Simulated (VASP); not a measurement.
# AlIn2N3 (P6/mmm) in VASP: a series of runs, part 2 of 2

VASP 6.6.1. Earlier steps stand in the parts before.

**4. Single point, PBE**

This run uses another cell than the first one, of 16.44 Å³/atom, 1.084 times its volume.

The input, INCAR:

```
SYSTEM = AlIn2N3
PREC     = Accurate       ! precision mode
ENCUT    = 520            ! plane-wave cutoff, eV
EDIFF    = 1E-6           ! SCF threshold, eV
ISMEAR   = 0              ! smearing method
SIGMA    = 0.1            ! smearing width, eV
LREAL    = .FALSE.        ! projectors in reciprocal space
LASPH    = .TRUE.         ! aspherical terms in the spheres
NELM     = 60             ! most SCF steps
ALGO     = Normal         ! electronic algorithm
ISIF     = 2              ! what is computed and relaxed
LWAVE    = .FALSE.        ! write WAVECAR
LCHARG   = .TRUE.         ! write CHGCAR
GGA      = PE             ! functional
LELF     = .TRUE.         ! ELF
LVHAR    = .TRUE.       
NBANDS   = 31             ! bands
```

The input, KPOINTS:

```
Automatic mesh
0
G
  6 6 4
  0 0 0
```

The input, POSCAR:

```
AlIn2N3
1.0
    5.2824182200      0.0000000000      0.0000000000
   -2.6412091100      4.5747083700      0.0000000000
    0.0000000000      0.0000000000      4.0817841600
Al In N
1 2 3
Direct
    0.0000000000      0.0000000000      0.0000000000
    0.3333333300      0.6666666700      0.0000000000
    0.6666666700      0.3333333300      0.0000000000
    0.5000000000      0.0000000000      0.5000000000
    0.5000000000      0.5000000000      0.5000000000
    0.0000000000      0.5000000000      0.5000000000
```

Launch:

```bash
> cat potpaw_PBE.64/Al/POTCAR potpaw_PBE.64/In_d/POTCAR potpaw_PBE.64/N/POTCAR > POTCAR
> mpirun -np 1 vasp_std > vasp.out
```

Wall time 31 s (1 thread of Intel Xeon Platinum 8559C (Emerald Rapids), shared host); peak memory 0.24 GiB.

Results (log left out):

* Free energy: -23.1185 eV
* Pressure: -7.4 GPa
* Band gap on the k mesh: zero (band 22 reaches 6.62 eV, above the bottom of band 23 at 5.22 eV)

Stress tensor (GPa, compression positive):
```
  1.45   0.00   0.00
  0.00   1.45   0.00
  0.00   0.00 -25.13
```

Levels at points of the mesh, in eV from the Fermi level:
| k point | band 18 | band 19 | band 20 | band 21 | band 22 | band 23 | band 24 | band 25 | band 26 | band 27 |
| --- | --- | --- | --- | --- | --- | --- | --- | --- | --- | --- |
| (0.00, 0.00, 0.00) | -3.47 | -1.27 | -1.27 | -0.95 | 0.70 | 0.84 | 0.84 | 1.10 | 1.10 | 1.87 |
| (0.50, 0.00, 0.00) | -2.54 | -2.51 | -1.30 | -1.29 | -1.26 | -0.70 | 0.36 | 0.38 | 0.86 | 3.71 |
| (0.00, 0.00, 0.50) | -2.57 | -2.57 | -1.66 | -0.74 | -0.02 | -0.02 | 0.76 | 0.95 | 1.01 | 1.01 |
| (0.50, 0.00, 0.50) | -2.82 | -2.29 | -1.61 | -1.27 | -0.79 | 0.97 | 1.19 | 1.37 | 1.55 | 2.72 |

Caveat: the k points lie up to 0.38 Å⁻¹ apart; spin-orbit coupling is left out, which moves the levels of the heavy elements.

**5. Relaxation of cell and atoms, PBE**

This run uses another cell than the first one, of 15.24 Å³/atom, 1.005 times its volume.

The input, INCAR:

```
PREC     = Accurate       # precision mode
ENCUT    = 600            # plane-wave cutoff, eV
EDIFF    = 1E-6           # SCF threshold, eV
ISMEAR   = 0              # smearing method
SIGMA    = 0.1            # smearing width, eV
LREAL    = False          # projectors in reciprocal space
LASPH    = True           # aspherical terms in the spheres
NELM     = 60             # most SCF steps
ALGO     = Normal         # electronic algorithm
ISIF     = 3              # what is computed and relaxed
LWAVE    = False          # write WAVECAR
LCHARG   = False          # write CHGCAR
GGA      = PE             # functional
IBRION   = 2              # ionic algorithm
NSW      = 90             # ionic steps
EDIFFG   = -0.04          # ionic threshold
```

The input, KPOINTS:

```
regular mesh
0
Gamma
  3 3 6
```

The input, POSCAR:

```
AlIn2N3
1.0
    5.9529957034      0.0000000000      0.0000000000
   -2.9764978517      5.1554455078      0.0000000000
    0.0000000000      0.0000000000      2.9786150074
Al In N
1 2 3
Direct
    0.0000000000      0.0000000000      0.0000000000
    0.3333333333      0.6666666667      0.0000000000
    0.6666666667      0.3333333333      0.0000000000
    0.5000000000      0.0000000000      0.5000000000
    0.5000000000      0.5000000000      0.5000000000
    0.0000000000      0.5000000000      0.5000000000
```

Potentials or basis: VASP PAW PBE potentials, release 64 (Al, In_d, N).

Launch:

```bash
> cat potpaw_PBE.64/Al/POTCAR potpaw_PBE.64/In_d/POTCAR potpaw_PBE.64/N/POTCAR > POTCAR
> mpirun -np 1 vasp_std > vasp.out
```

OUTCAR:

```text
PREC = Accurate
   ENCUT = 600
   EDIFF = 1E-6
   ISMEAR = 0
   LREAL = False
   LASPH = True
   NELM = 60
   ISIF = 3
   GGA = PE
   IBRION = 2
   NSW = 90
   EDIFFG = -0.04

 ion  position               nearest neighbor table
   1  0.000  0.000  0.000-   2 3.44   3 3.44   3 3.44   2 3.44   3 3.44   2 3.44
   2  0.333  0.667  0.000-   6 2.27   6 2.27   4 2.27   4 2.27   5 2.27   5 2.27   1 3.44   3 3.44
                             3 3.44   1 3.44   1 3.44   3 3.44
   3  0.667  0.333  0.000-   6 2.27   6 2.27   4 2.27   4 2.27   5 2.27   5 2.27   2 3.44   1 3.44
                             2 3.44   1 3.44   1 3.44   2 3.44
   4  0.500  0.000  0.500-   2 2.27   3 2.27   2 2.27   3 2.27
   5  0.500  0.500  0.500-   2 2.27   3 2.27   2 2.27   3 2.27
   6  0.000  0.500  0.500-   2 2.27   3 2.27   2 2.27   3 2.27

  LATTYP: Found a hexagonal cell.
 ALAT       =     5.9529957034
 C/A-ratio  =     0.5003556454

  Lattice vectors:

 A1 = (   5.9529957034,   0.0000000000,   0.0000000000)
 A2 = (  -2.9764978517,   5.1554455078,   0.0000000000)
 A3 = (   0.0000000000,   0.0000000000,   2.9786150074)

Analysis of symmetry for initial positions (statically):
=====================================================================
 Subroutine PRICEL returns:
[... 158 lines left out ...]
--------------------------------------- Ionic step        1  -------------------------------------------

 number of electron      44.0000012 magnetization

 Free energy of the ion-electron system (eV)
  ---------------------------------------------------
  ext. energy  EPLUGINS =         0.00000000
  ---------------------------------------------------
  free energy    TOTEN  =       -26.85964946 eV

  energy without entropy =      -26.83015033  energy(sigma->0) =      -26.84489990

------------------------ aborting loop because EDIFF is reached ----------------------------------------

  FORCE on cell =-STRESS in cart. coord.  units (eV):
  Direction    XX          YY          ZZ          XY          YZ          ZX
  --------------------------------------------------------------------------------------
  -------------------------------------------------------------------------------------
  Total       -0.3758979     -0.3758979      1.2054942      0.0000000     -0.0000000      0.0000000
  in kB       -6.5881632     -6.5881632     21.1280563      0.0000000     -0.0000000      0.0000000
  external PRESSURE =       2.6505766 kB  Pullay stress =       0.0000000 kB
[... 307 lines left out ...]
--------------------------------------- Ionic step        9  -------------------------------------------

 number of electron      44.0000018 magnetization

 Free energy of the ion-electron system (eV)
  ---------------------------------------------------
  ext. energy  EPLUGINS =         0.00000000
  ---------------------------------------------------
  free energy    TOTEN  =       -26.87766019 eV

  energy without entropy =      -26.85243938  energy(sigma->0) =      -26.86504978

 E-fermi :   6.0021     XC(G=0): -10.6069

 val. band max:        5.9832925236   @ k =   0.3333   0.0000   0.5000
 cond. band min:       6.0316846126   @ k =   0.0000   0.0000   0.5000
 fundamental gap:      0.0483920890
 Fermi energy:         6.0020556348

 k-point     1 :       0.0000    0.0000    0.0000
  band No.  band energies     occupation
      1      -9.1531      2.00000
      2      -8.3745      2.00000
      3      -8.3745      2.00000
      4      -7.9519      2.00000
      5      -7.6643      2.00000
      6      -7.5546      2.00000
[... 370 lines left out ...]
  FREE ENERGIE OF THE ION-ELECTRON SYSTEM (eV)
  ---------------------------------------------------
  free  energy   TOTEN  =       -26.8776601928 eV

  energy  without entropy=      -26.8524393762  energy(sigma->0) =      -26.86504978

 reached required accuracy - stopping structural energy minimisation
```

Run time: 87 s. Hardware: 1 thread of Intel Xeon Platinum 8559C (Emerald Rapids), shared host; peak memory 0.25 GiB.

What came out:

```yaml
Free_energy: -26.8777 eV
Relaxed_volume: 15.17 Å³/atom
Relaxed_cell: a = 5.884 Å, b = 5.884 Å, c = 3.035 Å, α = 90.00°, β = 90.00°, γ = 120.00°
Space_group_after_relaxing_to_0.05_Å: P6/mmm (No. 191)
Energy_gained_by_relaxing: 3.0 meV/atom
Ionic_steps: 9
Pressure_after_relaxing: 0.1 GPa
Band_gap_on_the_k_mesh: zero (band 22 reaches 6.45 eV, above the bottom of band 23 at 5.84 eV)
```

Stress tensor (GPa, compression positive):
```
0.03 0.00 0.00
0.00 0.03 0.00
0.00 0.00 0.16
```

Step by step:
```csv
step,energy change (eV),largest force (eV/Å),pressure (GPa),volume (Å³)
1,0.0000,0.0000,0.27,91.41
2,-0.0105,0.0000,-0.38,91.74
3,-0.0113,0.0000,-1.53,92.31
4,-0.0142,0.0000,-0.87,92.00
5,-0.0144,0.0000,-1.02,92.07
6,-0.0167,0.0000,0.21,90.76
7,-0.0178,0.0000,-0.27,91.22
8,-0.0178,0.0000,-0.19,91.19
9,-0.0180,0.0000,0.08,91.02
```

Final structure:
```xyz
6
Lattice="5.8845 0.0000 0.0000 -2.9422 5.0961 0.0000 0.0000 0.0000 3.0352" Properties=species:S:1:pos:R:3 pbc="T T T"
Al    0.0000    0.0000    3.0352
In    0.0000    3.3974    0.0000
In    2.9422    1.6987    0.0000
N     2.9422    0.0000    1.5176
N     1.4711    2.5481    1.5176
N    -1.4711    2.5481    1.5176
```

Caveat: the k points lie up to 0.41 Å⁻¹ apart in the final cell; spin-orbit coupling is left out, which moves the levels of the heavy elements.

**6. Single point, PBE, collinear spin, ferromagnetic start**

The input, INCAR:

```
PREC = Accurate ; ENCUT = 520
EDIFF = 1E-6 ; ISMEAR = 0
SIGMA = 0.1 ; LREAL = False
LASPH = True ; NELM = 150
ALGO = Normal ; ISIF = 2
LWAVE = False ; LCHARG = True
ISPIN = 2 ; MAGMOM = 0 0 0 1 1 1
LORBIT = 11 ; GGA = PE
LELF = True ; LVHAR = True
NBANDS = 35
```

KPOINTS is that of step 5.

Changes to POSCAR since step 5:

```diff
@@ -2,5 +2,5 @@
 1.0
-    5.9529957034      0.0000000000      0.0000000000
-   -2.9764978517      5.1554455078      0.0000000000
-    0.0000000000      0.0000000000      2.9786150074
+    5.8868116923      0.0000000000      0.0000000000
+   -2.9434058461      5.0981284728      0.0000000000
+    0.0000000000      0.0000000000      3.0307272525
 Al In N
```

Potentials or basis: VASP PAW PBE potentials, release 64 (Al, In_d, N).

Launch:

```bash
> cat potpaw_PBE.64/Al/POTCAR potpaw_PBE.64/In_d/POTCAR potpaw_PBE.64/N/POTCAR > POTCAR
> mpirun -np 1 vasp_std > vasp.out
```

Run time: 44 s. Hardware: 1 thread of Intel Xeon Platinum 8559C (Emerald Rapids), shared host; peak memory 0.29 GiB.

It converged, with:

| Quantity | Value |
| --- | --- |
| Free energy | -26.8927 eV |
| Pressure | 0.2 GPa |
| Net moment | 0.76 μB per cell |
| Site moments | Al +0.00; In -0.01; N +0.20 μB |
| Valence electrons inside the program's atomic spheres | Al 0.72; In 11.39; N 3.55 |

Stress tensor (GPa, compression positive):
```
 0.39  0.00  0.00
 0.00  0.39  0.00
 0.00  0.00 -0.17
```

Levels at points of the mesh, in eV from the Fermi level:
Spin up:
```
           k point  band 19  band 20  band 21  band 22  band 23  band 24  band 25  band 26
(0.00, 0.00, 0.00)    -0.55    -0.55    -0.26     0.16     0.16     1.51     3.82     3.82
(0.00, 0.00, 0.50)    -1.87    -0.44    -0.01     0.23     0.28     0.28     0.46     2.07
```
Spin down:
| k point | band 19 | band 20 | band 21 | band 22 | band 23 | band 24 | band 25 | band 26 |
| --- | --- | --- | --- | --- | --- | --- | --- | --- |
| (0.00, 0.00, 0.00) | -0.24 | -0.24 | 0.37 | 0.37 | 0.39 | 1.65 | 4.08 | 4.08 |
| (0.00, 0.00, 0.50) | -1.39 | -0.45 | -0.06 | 0.44 | 0.60 | 0.60 | 0.93 | 2.03 |

Caveat: the k points lie up to 0.41 Å⁻¹ apart; spin-orbit coupling is left out, which moves the levels of the heavy elements.

**7. The runs side by side**

| task | spin | cell | k mesh | cutoff (eV) | gap on the mesh (eV) | pressure (GPa) |
| --- | --- | --- | --- | --- | --- | --- |
| single point | off | a = 5.887, b = 5.887, c = 3.031 Å, angles 90.0, 90.0, 120.0°, 6 atoms | 3 × 3 × 6 | 520 | none | 0.3 |
| single point | off | a = 5.953, b = 5.953, c = 2.979 Å, angles 90.0, 90.0, 120.0°, 6 atoms | 6 × 6 × 4 | 520 | none | 0.2 |
| single point | off | a = 5.282, b = 5.282, c = 4.082 Å, angles 90.0, 90.0, 120.0°, 6 atoms | 6 × 6 × 4 | 520 | none | -7.4 |
| relaxation of cell and atoms | off | relaxed from a = 5.953, b = 5.953, c = 2.979 Å, angles 90.0, 90.0, 120.0°, 6 atoms | 3 × 3 × 6 | 600 | none | 0.1 |
| single point | collinear, ferromagnetic start | a = 5.887, b = 5.887, c = 3.031 Å, angles 90.0, 90.0, 120.0°, 6 atoms | 3 × 3 × 6 | 520 | none | 0.2 |

Alike in all rows: level PBE; potentials or basis VASP PAW PBE potentials, release 64 (Al, In_d, N); smearing gaussian 0.1 eV.

Caveats: all runs use coarse meshes; spin-orbit coupling is left out, which moves the levels of the heavy elements.

Total energies depend on the potentials used, so only differences within one code and one set of settings carry meaning.
